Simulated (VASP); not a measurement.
A run of VASP 6.6.1 is set up as follows.

Contents of INCAR:

```
ALGO = Normal
EDIFF = 1E-6
ENCUT = 520
GGA = PE
ISIF = 2
ISMEAR = 0
LASPH = T
LCHARG = F
LREAL = F
LWAVE = F
NBANDS = 50
NELM = 100
PREC = Accurate
SIGMA = 0.1
```

Contents of KPOINTS:

```
k-points
0
Gamma
  9 9 1
```

Contents of POSCAR:

```
Rb
1.0
    5.1734418504      0.0000000000      0.0000000000
   -2.5867209252      4.4803320674      0.0000000000
    0.0000000000      0.0000000000     36.8657139115
Rb
9
Direct
    0.0000000000      0.0000000000      0.0000000000
    0.0000000000      0.0000000000      0.7778108300
    0.3333333333      0.6666666667      0.8888558367
    0.6666666667      0.3333333333      0.3333333333
    0.6666666667      0.3333333333      0.1111441633
    0.0000000000      0.0000000000      0.2221891700
    0.3333333333      0.6666666667      0.6666666667
    0.3333333333      0.6666666667      0.4444774966
    0.6666666667      0.3333333333      0.5555225034
```

Potentials or basis: VASP PAW PBE potentials, release 64 (Rb_sv).

Command:

```bash
$ cat potpaw_PBE.64/Rb_sv/POTCAR > POTCAR
$ mpirun -np 1 vasp_std > vasp.out
```

Predict the pressure.

-0.1 GPa.

Stress tensor (GPa, compression positive):
```
-0.14  0.00  0.00
 0.00 -0.14  0.00
 0.00  0.00 -0.02
```

Caveat: the cell differs from its parent crystal (biaxial strain in the a-b plane: +3.0 %, then relaxed in part).
